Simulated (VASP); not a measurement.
Input of a VASP 6.6.1 run:

The input INCAR:

```
  PREC = Accurate
  ENCUT = 520
  EDIFF = 1E-7
  ISMEAR = -1
  SIGMA = 0.05
  LREAL = F
  LASPH = T
  NELM = 150
  ALGO = Normal
  ISIF = 2
  LWAVE = F
  LCHARG = F
  ISPIN = 2
  MAGMOM = 3 3 0 0 0 0
  LORBIT = 11
  LMAXMIX = 4
  GGA = PE
  NBANDS = 37
```

Contents of KPOINTS:

```
Automatic mesh
0
Gamma
  6 6 9
```

The input POSCAR:

```
CrO2
1.0
    4.5077082879      0.0000000000      0.0000000000
    0.0000000000      4.5077082879      0.0000000000
    0.0000000000      0.0000000000      2.9742106030
Cr O
2 4
Direct
    0.5000000000      0.5000000000      0.5000000000
    0.0000000000      0.0000000000      0.0000000000
    0.8010000000      0.1990000000      0.5000000000
    0.6990000000      0.6990000000      0.0000000000
    0.1990000000      0.8010000000      0.5000000000
    0.3010000000      0.3010000000      0.0000000000
```

Potentials or basis: VASP PAW PBE potentials, release 64 (Cr_pv, O).

Command:

```sh
$ cat potpaw_PBE.64/Cr_pv/POTCAR potpaw_PBE.64/O/POTCAR > POTCAR
$ mpirun -np 1 vasp_std > vasp.out
```

Task: Predict the largest force.

Result: 0.362 eV/Å.

Task: What does it give for the band gap on the k mesh?

Result: Zero (filled and empty bands overlap).

Forces in eV/Å, atoms in the order of the input:
```
Cr   0.000  0.000  0.000
Cr   0.000  0.000  0.000
O    0.256 -0.256  0.000
O   -0.256 -0.256  0.000
O   -0.256  0.256  0.000
O    0.256  0.256  0.000
```

Caveat: the cell stands under tension; semilocal functionals often make such compounds metallic where correlation or magnetic order opens a gap, which also shifts bond lengths; the run started ferromagnetic, and an antiferromagnetic order may lie lower in energy. With open d or f shells a metallic result of PBE can be an artefact of self-interaction; +U or a hybrid may open a gap.
